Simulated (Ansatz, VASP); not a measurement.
Two plane-wave programs on ZnO

Contents of INCAR:

```
ALGO = Normal
EDIFF = 1E-7
ENCUT = 520
GGA = PE
ISIF = 2
ISMEAR = -1
LASPH = T
LCHARG = F
LREAL = F
LWAVE = F
NBANDS = 16
NELM = 80
PREC = Accurate
SIGMA = 0.02
```

The input KPOINTS:

```
k-points
0
Gamma
  10 10 10
```

File POSCAR:

```
ZnO
1.0
   -0.0529175058      2.1337703963      2.1337703963
    2.1337703963     -0.0529175058      2.1337703963
    2.0808528905      2.0808528905      0.0000000000
Zn O
1 1
Direct
    0.0000000000      0.0000000000      0.0000000000
    0.5000000000      0.5000000000      0.5000000000
```

Input for Ansatz:

```yaml
crystal:
  lattice:
    - [-0.0529175058, 2.1337703963, 2.1337703963]
    - [2.1337703963, -0.0529175058, 2.1337703963]
    - [2.0808528905, 2.0808528905, 0.0]
  atoms:
    - { symbol: Zn, position: [0.0, 0.0, 0.0] }
    - { symbol: O, position: [0.5, 0.5, 0.5] }
kpoints:
  mp_grid: { grid: [10, 10, 10] }
  band_path:
    path:
      - [0.0, 0.0, 0.0]
      - [0.5, 0.0, 0.5]
      - [0.625, 0.25, 0.625]
      - [0.375, 0.375, 0.75]
      - [0.5, 0.5, 0.5]
      - [0.5, 0.25, 0.75]
      - [0.0, 0.5, 0.0]
    npoints: 1
hamiltonian:
  xc: pbe
scf:
  occupations: { method: fermi_dirac, width: 0.02 }
  n_extra_bands: 4
output:
  forces: true
  stress: true
  eigenvalues: true
```

Change from the starting cell: shear_xy strain -5.0%.

Alike in both runs: task single point; functional PBE; k mesh 10 × 10 × 10; occupations fermi-dirac, width 0.02 eV; no spin polarisation.

```csv
,VASP,Ansatz
version,VASP 6.6.1,Ansatz 0.2.0
potentials or method,"VASP PAW PBE potentials, release 64 (Zn, O)","plane waves, PAW"
plane-wave cutoff (eV),520,420
valence electrons in the cell,18,18
```

Ansatz gave:

| Item | Value |
| --- | --- |
| gap on the k mesh at the Fermi level (eV) | 0.90 |
| pressure (GPa) | 8.0 |
| traceless stress, the component that is largest in VASP (GPa) | 4.18 |

Task: Which values does VASP return?

Result: gap on the k mesh at the Fermi level (eV): 0.87; pressure (GPa): 9.2; traceless stress, the component that is largest in VASP (GPa): 4.12.

With one functional, cell and mesh, what is left measures potentials, basis and numerics.
